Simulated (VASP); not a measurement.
# Pt (P6_3/mmc) in VASP: further runs, part 2 of 2

VASP 6.6.1.

## (4) Single point, LDA, collinear spin (16.19 Å³/atom)

This run uses another cell than the first one, of 16.19 Å³/atom.

The input, INCAR:

```
SYSTEM = Pt
PREC = Accurate
ENCUT = 520
EDIFF = 1E-6
ISMEAR = 0
SIGMA = 0.15
LREAL = .False.
LASPH = .True.
NELM = 150
ALGO = Normal
ISIF = 2
LWAVE = .False.
LCHARG = .True.
ISPIN = 2
MAGMOM = 0.25 0.25
LORBIT = 11
NUPDOWN = 0.5
LMAXMIX = 4
GGA = CA
LELF = .True.
LVHAR = .True.
NBANDS = 21
```

The input, KPOINTS:

```
Automatic mesh
0
Gamma
  21 21 10
  0 0 0
```

The input, POSCAR:

```
Pt
1.0
    2.7872338290      0.0000000000      0.0000000000
   -1.3936169145      2.4138153022      0.0000000000
    0.0000000000      0.0000000000      4.8128176121
Pt
2
Direct
    0.6666666667      0.3333333333      0.7500000000
    0.3333333333      0.6666666667      0.2500000000
```

Potentials or basis: VASP PAW LDA potentials, release 64 (Pt).

Started as:

```bash
cat potpaw_LDA.64/Pt/POTCAR > POTCAR
mpirun -np 1 vasp_std > vasp.out
```

OUTCAR:

```text
SYSTEM = Pt
   PREC = Accurate
   ENCUT = 520
   EDIFF = 1E-6
   ISMEAR = 0
   LREAL = .False.
   LASPH = .True.
   NELM = 150
   ISIF = 2
   ISPIN = 2
   LORBIT = 11
   NUPDOWN = 0.5
   GGA = CA

 ion  position               nearest neighbor table
   1  0.667  0.333  0.750-   2 2.89   2 2.89   2 2.89   2 2.89   2 2.89   2 2.89
   2  0.333  0.667  0.250-   1 2.89   1 2.89   1 2.89   1 2.89   1 2.89   1 2.89

  LATTYP: Found a hexagonal cell.
 ALAT       =     2.7872338290
 C/A-ratio  =     1.7267362221

  Lattice vectors:

 A1 = (   2.7872338290,   0.0000000000,   0.0000000000)
 A2 = (  -1.3936169145,   2.4138153022,   0.0000000000)
 A3 = (   0.0000000000,   0.0000000000,   4.8128176121)

Analysis of symmetry for initial positions (statically):
=====================================================================
 Subroutine PRICEL returns:
 Original cell was already a primitive cell.

 Routine SETGRP: Setting up the symmetry group for a
 hexagonal supercell.

 Subroutine GETGRP returns: Found 24 space group operations
 (whereof 12 operations were pure point group operations)
 out of a pool of 24 trial point group operations.

The static configuration has the point symmetry D_3d.
 The point group associated with its full space group is D_6h.

Analysis of symmetry for dynamics (positions and initial velocities):
=====================================================================
 Subroutine PRICEL returns:
 Original cell was already a primitive cell.

 Routine SETGRP: Setting up the symmetry group for a
 hexagonal supercell.

 Subroutine GETGRP returns: Found 24 space group operations
 (whereof 12 operations were pure point group operations)
 out of a pool of 24 trial point group operations.

The dynamic configuration has the point symmetry D_3d.
 The point group associated with its full space group is D_6h.

Analysis of structural, dynamic, and magnetic symmetry:
=====================================================================
 Subroutine PRICEL returns:
 Original cell was already a primitive cell.
[... 146 lines left out ...]
   NGX = 11   NGY = 11   NGZ = 17

 number of electron      20.0000001 magnetization       0.5000000

 Free energy of the ion-electron system (eV)
  ---------------------------------------------------
  ext. energy  EPLUGINS =         0.00000000
  ---------------------------------------------------
  free energy    TOTEN  =       -14.71415576 eV

  energy without entropy =      -14.67031739  energy(sigma->0) =      -14.69223657

 E-fermi :   9.7430     XC(G=0): -13.2747

 val. band max:        9.8360569122   @ k =   0.4286   0.0476   0.5000
 cond. band min:       9.7437460587   @ k =   0.3810   0.0476   0.1000
 fundamental gap:     -0.0923108535
 Fermi energy:         9.8390898209

 spin component 1

 k-point     1 :       0.0000    0.0000    0.0000
  band No.  band energies     occupation
      1       0.3035      1.00000
      2       2.9142      1.00000
      3       5.9397      1.00000
      4       6.4265      1.00000
      5       6.4265      1.00000
      6       6.7825      1.00000
[... 565 lines left out ...]
     20      30.4042      0.00000
     21      31.1203      0.00000

 [... further k-points ...]

 spin component 2

 k-point     1 :       0.0000    0.0000    0.0000
  band No.  band energies     occupation
      1       0.3555      1.00000
      2       3.0110      1.00000
      3       6.0834      1.00000
      4       6.5607      1.00000
      5       6.5607      1.00000
      6       6.9198      1.00000
[... 565 lines left out ...]
     20      30.4643      0.00000
     21      31.1894      0.00000

 [... further k-points ...]
[... 5 lines left out ...]
  --------------------------------------------------------------------------------------
  -------------------------------------------------------------------------------------
  Total       -4.0371176     -4.0371176     -3.9071393      0.0000000     -0.0000000      0.0000000
  in kB     -199.7584415   -199.7584415   -193.3270553      0.0000000     -0.0000000      0.0000000
  external PRESSURE =    -197.6146461 kB  Pullay stress =       0.0000000 kB

 VOLUME and BASIS-vectors are now :
 -----------------------------------------------------------------------------
  energy-cutoff  :      520.00
  volume of cell :       32.38
      direct lattice vectors                 reciprocal lattice vectors
     2.787233829  0.000000000  0.000000000     0.358778653  0.207140952  0.000000000
    -1.393616914  2.413815302  0.000000000     0.000000000  0.414281904  0.000000000
     0.000000000  0.000000000  4.812817612     0.000000000  0.000000000  0.207778495

 POSITION                                       TOTAL-FORCE (eV/Angst)
 -----------------------------------------------------------------------------------
      1.39362      0.80461      3.60961        -0.000000     -0.000000      0.000000
     -0.00000      1.60921      1.20320         0.000000      0.000000      0.000000
 -----------------------------------------------------------------------------------
    total drift:                               -0.000000      0.000000     -0.000000

  FREE ENERGIE OF THE ION-ELECTRON SYSTEM (eV)
  ---------------------------------------------------
  free  energy   TOTEN  =       -14.7141557551 eV

  energy  without entropy=      -14.6703173862  energy(sigma->0) =      -14.69223657

 total charge

# of ion       s       p       d       tot
------------------------------------------
    1        0.606   0.528   8.003   9.137
    2        0.606   0.528   8.003   9.137
--------------------------------------------------
tot          1.213   1.056  16.005  18.274

 magnetization (x)

# of ion       s       p       d       tot
------------------------------------------
    1        0.002  -0.001   0.245   0.246
    2        0.002  -0.001   0.245   0.246
--------------------------------------------------
tot          0.003  -0.001   0.491   0.493
```

OSZICAR:

```text
N       E                     dE             d eps       ncg     rms          rms(c)
DAV:   1     0.103081760934E+03    0.10308E+03   -0.96881E+03 24208   0.886E+02
DAV:   2    -0.131332279839E+02   -0.11621E+03   -0.10908E+03 27557   0.217E+02
DAV:   3    -0.155865772970E+02   -0.24533E+01   -0.24258E+01 28483   0.306E+01
DAV:   4    -0.155997434212E+02   -0.13166E-01   -0.13164E-01 27752   0.244E+00
DAV:   5    -0.155998884935E+02   -0.14507E-03   -0.14507E-03 28728   0.269E-01    0.155E+01
DAV:   6    -0.147881962605E+02    0.81169E+00   -0.10764E+00 25877   0.834E+00    0.796E+00
DAV:   7    -0.147219841381E+02    0.66212E-01   -0.11987E-01 28018   0.276E+00    0.322E+00
DAV:   8    -0.147145246737E+02    0.74595E-02   -0.75793E-03 27107   0.614E-01    0.115E+00
DAV:   9    -0.147141763607E+02    0.34831E-03   -0.79367E-04 28949   0.206E-01    0.222E-01
DAV:  10    -0.147141540950E+02    0.22266E-04   -0.39179E-05 27015   0.444E-02    0.297E-02
DAV:  11    -0.147141556968E+02   -0.16017E-05   -0.15900E-06 22541   0.826E-03    0.172E-02
DAV:  12    -0.147141557551E+02   -0.58315E-07   -0.33318E-07 13951   0.383E-03
   1 F= -.14714156E+02 E0= -.14692237E+02  d E =-.438384E-01  mag=     0.5000
```

It took 97 s on 1 thread of Intel Xeon 6975P-C (Granite Rapids), shared host; peak memory 0.36 GiB.

What came out:

```
Free energy                                           : -14.7142 eV
Pressure                                              : -19.8 GPa
Net moment                                            : 0.50 μB per cell
Site moments                                          : Pt +0.25 μB
Valence electrons inside the program's atomic spheres : Pt 9.14
```

Caveat: the cell stands under tension; spin-orbit coupling is left out, which moves the levels of the heavy elements; the total moment is fixed, so each spin has its own Fermi level.

## (5) Single point, LDA, collinear spin (16.19 Å³/atom)

This run uses another cell than the first one, of 16.19 Å³/atom.

The input, INCAR:

```
SYSTEM = Pt
PREC = Accurate
ENCUT = 520
EDIFF = 1E-6
ISMEAR = 0
SIGMA = 0.15
LREAL = .False.
LASPH = .True.
NELM = 150
ALGO = Normal
ISIF = 2
LWAVE = .False.
LCHARG = .False.
ISPIN = 2
MAGMOM = 0.35 0.35
LORBIT = 11
NUPDOWN = 0.7
LMAXMIX = 4
NBANDS = 21
```

KPOINTS is that of step 4.

POSCAR is that of step 4.

Potentials or basis: VASP PAW LDA potentials, release 64 (Pt).

Started as:

```bash
cat potpaw_LDA.64/Pt/POTCAR > POTCAR
mpirun -np 1 vasp_std > vasp.out
```

OUTCAR:

```text
SYSTEM = Pt
   PREC = Accurate
   ENCUT = 520
   EDIFF = 1E-6
   ISMEAR = 0
   LREAL = .False.
   LASPH = .True.
   NELM = 150
   ISIF = 2
   ISPIN = 2
   LORBIT = 11
   NUPDOWN = 0.7

 ion  position               nearest neighbor table
   1  0.667  0.333  0.750-   2 2.89   2 2.89   2 2.89   2 2.89   2 2.89   2 2.89
   2  0.333  0.667  0.250-   1 2.89   1 2.89   1 2.89   1 2.89   1 2.89   1 2.89

  LATTYP: Found a hexagonal cell.
 ALAT       =     2.7872338290
 C/A-ratio  =     1.7267362221

  Lattice vectors:

 A1 = (   2.7872338290,   0.0000000000,   0.0000000000)
 A2 = (  -1.3936169145,   2.4138153022,   0.0000000000)
 A3 = (   0.0000000000,   0.0000000000,   4.8128176121)

Analysis of symmetry for initial positions (statically):
=====================================================================
 Subroutine PRICEL returns:
 Original cell was already a primitive cell.

 Routine SETGRP: Setting up the symmetry group for a
 hexagonal supercell.

 Subroutine GETGRP returns: Found 24 space group operations
 (whereof 12 operations were pure point group operations)
 out of a pool of 24 trial point group operations.

The static configuration has the point symmetry D_3d.
 The point group associated with its full space group is D_6h.

Analysis of symmetry for dynamics (positions and initial velocities):
=====================================================================
 Subroutine PRICEL returns:
 Original cell was already a primitive cell.

 Routine SETGRP: Setting up the symmetry group for a
 hexagonal supercell.

 Subroutine GETGRP returns: Found 24 space group operations
 (whereof 12 operations were pure point group operations)
 out of a pool of 24 trial point group operations.

The dynamic configuration has the point symmetry D_3d.
 The point group associated with its full space group is D_6h.

Analysis of structural, dynamic, and magnetic symmetry:
=====================================================================
 Subroutine PRICEL returns:
[... 146 lines left out ...]
 NGX is ok and might be reduce to    24
   NGX = 11   NGY = 11   NGZ = 17

 number of electron      20.0000001 magnetization       0.7000000

 Free energy of the ion-electron system (eV)
  ---------------------------------------------------
  ext. energy  EPLUGINS =         0.00000000
  ---------------------------------------------------
  free energy    TOTEN  =       -14.70213787 eV

  energy without entropy =      -14.66106927  energy(sigma->0) =      -14.68160357

 E-fermi :   9.7265     XC(G=0): -13.2745

 val. band max:        9.8689203077   @ k =   0.4762   0.0476   0.5000
 cond. band min:       9.7289381663   @ k =   0.2381   0.1905   0.1000
 fundamental gap:     -0.1399821414
 Fermi energy:         9.8726055897

 spin component 1

 k-point     1 :       0.0000    0.0000    0.0000
  band No.  band energies     occupation
      1       0.2935      1.00000
      2       2.8977      1.00000
      3       5.9109      1.00000
      4       6.4055      1.00000
      5       6.4055      1.00000
      6       6.7611      1.00000
[... 565 lines left out ...]
     20      30.3904      0.00000
     21      31.1089      0.00000

 [... further k-points ...]

 spin component 2

 k-point     1 :       0.0000    0.0000    0.0000
  band No.  band energies     occupation
      1       0.3664      1.00000
      2       3.0334      1.00000
      3       6.1107      1.00000
      4       6.5944      1.00000
      5       6.5944      1.00000
      6       6.9544      1.00000
[... 565 lines left out ...]
     20      30.4746      0.00000
     21      31.2062      0.00000

 [... further k-points ...]
[... 5 lines left out ...]
  --------------------------------------------------------------------------------------
  -------------------------------------------------------------------------------------
  Total       -3.9348744     -3.9348744     -3.9647909     -0.0000000     -0.0000000      0.0000000
  in kB     -194.6993982   -194.6993982   -196.1796832     -0.0000000     -0.0000000      0.0000000
  external PRESSURE =    -195.1928265 kB  Pullay stress =       0.0000000 kB

 VOLUME and BASIS-vectors are now :
 -----------------------------------------------------------------------------
  energy-cutoff  :      520.00
  volume of cell :       32.38
      direct lattice vectors                 reciprocal lattice vectors
     2.787233829  0.000000000  0.000000000     0.358778653  0.207140952  0.000000000
    -1.393616914  2.413815302  0.000000000     0.000000000  0.414281904  0.000000000
     0.000000000  0.000000000  4.812817612     0.000000000  0.000000000  0.207778495

 POSITION                                       TOTAL-FORCE (eV/Angst)
 -----------------------------------------------------------------------------------
      1.39362      0.80461      3.60961        -0.000000      0.000000      0.000000
     -0.00000      1.60921      1.20320         0.000000     -0.000000      0.000000
 -----------------------------------------------------------------------------------
    total drift:                               -0.000000      0.000000     -0.000000

  FREE ENERGIE OF THE ION-ELECTRON SYSTEM (eV)
  ---------------------------------------------------
  free  energy   TOTEN  =       -14.7021378699 eV

  energy  without entropy=      -14.6610692651  energy(sigma->0) =      -14.68160357

 total charge

# of ion       s       p       d       tot
------------------------------------------
    1        0.607   0.529   8.002   9.137
    2        0.607   0.529   8.002   9.137
--------------------------------------------------
tot          1.214   1.057  16.004  18.275

 magnetization (x)

# of ion       s       p       d       tot
------------------------------------------
    1        0.002  -0.001   0.343   0.345
    2        0.002  -0.001   0.343   0.345
--------------------------------------------------
tot          0.004  -0.001   0.687   0.690
```

Wall time 95 s (1 thread of Intel Xeon 6975P-C (Granite Rapids), shared host); peak memory 0.35 GiB.

Results:

```yaml
Free_energy: -14.7021 eV
Pressure: -19.5 GPa
Net_moment: 0.70 μB per cell
Site_moments: Pt +0.34 μB
Valence_electrons_inside_the_program's_atomic_spheres: Pt 9.14
```

Stress tensor (GPa, compression positive):
```
-19.47   0.00   0.00
  0.00 -19.47   0.00
  0.00   0.00 -19.62
```

Caveat: the cell stands under tension; spin-orbit coupling is left out, which moves the levels of the heavy elements; the total moment is fixed, so each spin has its own Fermi level.

## (6) Single point, LDA, collinear spin (12.85 Å³/atom)

This run uses another cell than the first one, of 12.85 Å³/atom.

The input, INCAR:

```
PREC = Accurate ; ENCUT = 520
EDIFF = 1E-7 ; ISMEAR = 0
SIGMA = 0.15 ; LREAL = F
LASPH = T ; NELM = 150
ALGO = Fast ; ISIF = 2
LWAVE = F ; LCHARG = F
ISPIN = 2 ; MAGMOM = 0.25 0.25
LORBIT = 11 ; NUPDOWN = 0.5
LMAXMIX = 4 ; GGA = CA
NBANDS = 21
```

The input, KPOINTS:

```
regular mesh
0
Gamma
  21 21 10
```

The input, POSCAR:

```
Pt
1.0
    2.5804946569      0.0000000000      0.0000000000
   -1.2902473284      2.2347739272      0.0000000000
    0.0000000000      0.0000000000      4.4558335951
Pt
2
Direct
    0.6666666667      0.3333333333      0.7500000000
    0.3333333333      0.6666666667      0.2500000000
```

Potentials or basis: VASP PAW LDA potentials, release 64 (Pt).

Started as:

```bash
cat potpaw_LDA.64/Pt/POTCAR > POTCAR
mpirun -np 1 vasp_std > vasp.out
```

OUTCAR:

```text
PREC = Accurate
   ENCUT = 520
   EDIFF = 1E-7
   ISMEAR = 0
   LREAL = F
   LASPH = T
   NELM = 150
   ISIF = 2
   ISPIN = 2
   LORBIT = 11
   NUPDOWN = 0.5
   GGA = CA

 ion  position               nearest neighbor table
   1  0.667  0.333  0.750-   2 2.68   2 2.68   2 2.68   2 2.68   2 2.68   2 2.68
   2  0.333  0.667  0.250-   1 2.68   1 2.68   1 2.68   1 2.68   1 2.68   1 2.68

  LATTYP: Found a hexagonal cell.
 ALAT       =     2.5804946569
 C/A-ratio  =     1.7267362221

  Lattice vectors:

 A1 = (   2.5804946569,   0.0000000000,   0.0000000000)
 A2 = (  -1.2902473284,   2.2347739272,   0.0000000000)
 A3 = (   0.0000000000,   0.0000000000,   4.4558335951)

Analysis of symmetry for initial positions (statically):
=====================================================================
 Subroutine PRICEL returns:
 Original cell was already a primitive cell.

 Routine SETGRP: Setting up the symmetry group for a
 hexagonal supercell.

[... 768 lines left out ...]
     21      39.0630      0.00000

 [... further k-points ...]

 spin component 2

 k-point     1 :       0.0000    0.0000    0.0000
  band No.  band energies     occupation
      1       2.4133      1.00000
      2       5.2117      1.00000
      3       9.1138      1.00000
      4       9.8055      1.00000
      5       9.8055      1.00000
      6      10.3455      1.00000
[... 565 lines left out ...]
     20      37.7658      0.00000
     21      39.1465      0.00000

 [... further k-points ...]
[... 5 lines left out ...]
  --------------------------------------------------------------------------------------
  -------------------------------------------------------------------------------------
  Total       11.2326001     11.2326001      9.5309292      0.0000000     -0.0000000      0.0000000
  in kB      700.3664881    700.3664881    594.2652033      0.0000000     -0.0000000      0.0000000
  external PRESSURE =     664.9993932 kB  Pullay stress =       0.0000000 kB

 VOLUME and BASIS-vectors are now :
 -----------------------------------------------------------------------------
  energy-cutoff  :      520.00
  volume of cell :       25.70
      direct lattice vectors                 reciprocal lattice vectors
     2.580494657  0.000000000  0.000000000     0.387522600  0.223736278  0.000000000
    -1.290247328  2.234773927  0.000000000     0.000000000  0.447472555  0.000000000
     0.000000000  0.000000000  4.455833595     0.000000000  0.000000000  0.224424898

 POSITION                                       TOTAL-FORCE (eV/Angst)
 -----------------------------------------------------------------------------------
      1.29025      0.74492      3.34188         0.000000     -0.000000      0.000000
     -0.00000      1.48985      1.11396        -0.000000      0.000000     -0.000000
 -----------------------------------------------------------------------------------
    total drift:                               -0.000000      0.000000     -0.000000

  FREE ENERGIE OF THE ION-ELECTRON SYSTEM (eV)
  ---------------------------------------------------
  free  energy   TOTEN  =       -14.1463630848 eV

  energy  without entropy=      -14.1169261453  energy(sigma->0) =      -14.13164462

 total charge

# of ion       s       p       d       tot
------------------------------------------
    1        0.742   0.846   8.246   9.833
    2        0.742   0.846   8.246   9.833
--------------------------------------------------
tot          1.483   1.692  16.492  19.667

 magnetization (x)

# of ion       s       p       d       tot
------------------------------------------
    1        0.002   0.002   0.239   0.243
    2        0.002   0.002   0.239   0.243
--------------------------------------------------
tot          0.004   0.004   0.478   0.487
```

Run time: 2.8 min. Hardware: 1 thread of AMD EPYC 9R45 (Zen 5), shared host; peak memory 0.27 GiB.

Results:

| Quantity | Value |
| --- | --- |
| Free energy | -14.1464 eV |
| Pressure | 66.5 GPa |
| Net moment | 0.50 μB per cell |
| Site moments | Pt +0.24 μB |
| Valence electrons inside the program's atomic spheres | Pt 9.83 |

Caveat: the cell stands under pressure; spin-orbit coupling is left out, which moves the levels of the heavy elements; the total moment is fixed, so each spin has its own Fermi level.

## (7) The runs side by side

| fixed moment (μB) | cell | pressure (GPa) | moment (μB) |
| --- | --- | --- | --- |
| 0.9 | a = 2.825, b = 2.825, c = 4.878 Å, angles 90.0, 90.0, 120.0°, 2 atoms | -25.9 | 0.90 |
| 0.4 | a = 2.862, b = 2.862, c = 4.942 Å, angles 90.0, 90.0, 120.0°, 2 atoms | -31.3 | 0.40 |
| 0.5 | a = 2.787, b = 2.787, c = 4.813 Å, angles 90.0, 90.0, 120.0°, 2 atoms | -19.8 | 0.50 |
| 0.7 | a = 2.787, b = 2.787, c = 4.813 Å, angles 90.0, 90.0, 120.0°, 2 atoms | -19.5 | 0.70 |
| 0.5 | a = 2.580, b = 2.580, c = 4.456 Å, angles 90.0, 90.0, 120.0°, 2 atoms | 66.5 | 0.50 |

Alike in all rows: task single point; level LDA; potentials or basis VASP PAW LDA potentials, release 64 (Pt); spin collinear; k mesh 21 × 21 × 10; cutoff (eV) 520; smearing gaussian 0.15 eV.

Caveats: spin-orbit coupling is left out, which moves the levels of the heavy elements; the total moment is fixed, so each spin has its own Fermi level; the cell stands under tension (at least some runs); the cell stands under pressure (at least some runs).

Absolute energies hang on the potentials; compare differences alone.
